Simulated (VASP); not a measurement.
SrMg: single point with LDA

The system is SrMg.

```
CELL_PARAMETERS angstrom
3.67004 0.00000 0.00000
0.00000 3.67004 0.00000
0.00000 0.00000 4.40405
ATOMIC_POSITIONS crystal
Sr 0.50000 0.50000 0.50000
Mg 0.00000 0.00000 0.00000
```

This cell differs from its parent crystal: ratio of the length along z to the lengths across it x 1.2, volume and fractional coordinates fixed.

| Item | Value |
| --- | --- |
| Program | VASP 6.6.1 |
| Task | single point |
| Functional | LDA |
| Potentials or basis | VASP PAW LDA potentials, release 64 (Sr_sv, Mg) |
| Cutoff | 520 eV |
| k mesh | 14 × 14 × 14 |
| Occupations | gaussian, width 0.15 eV |
| Spin | no spin polarisation |

- Pressure: 3.2 GPa
- Band gap on the k mesh: zero (band 6 reaches 3.26 eV, above the bottom of band 7 at 1.94 eV)

Stress tensor (GPa, compression positive):
```
3.74 0.00 0.00
0.00 3.74 0.00
0.00 0.00 2.06
```

Levels at points of the mesh, in eV from the Fermi level:
```csv
k point,band 2,band 3,band 4,band 5,band 6,band 7,band 8,band 9,band 10,band 11
"(0.00, 0.00, 0.00)",-17.57,-17.40,-17.40,-5.25,0.21,0.82,2.61,4.83,4.83,5.59
"(0.50, 0.00, 0.00)",-17.90,-17.51,-17.36,-2.26,-2.26,0.97,1.65,3.16,5.01,5.44
"(0.50, 0.50, 0.00)",-17.82,-17.82,-17.46,-1.99,0.66,0.66,0.80,2.25,2.25,5.38
"(0.00, 0.00, 0.50)",-17.68,-17.40,-17.40,-3.26,-2.76,1.32,3.17,3.17,4.48,5.81
"(0.50, 0.00, 0.50)",-17.88,-17.61,-17.35,-2.56,-0.19,0.21,0.39,3.58,4.21,5.01
"(0.50, 0.50, 0.50)",-17.81,-17.81,-17.54,-0.96,-0.66,-0.66,1.27,3.56,4.22,4.22
```

Wall time 2.4 min on 1 thread of Intel(R) Xeon(R) Platinum 8488C (Sapphire Rapids), on a shared host, peak memory 0.36 GiB.
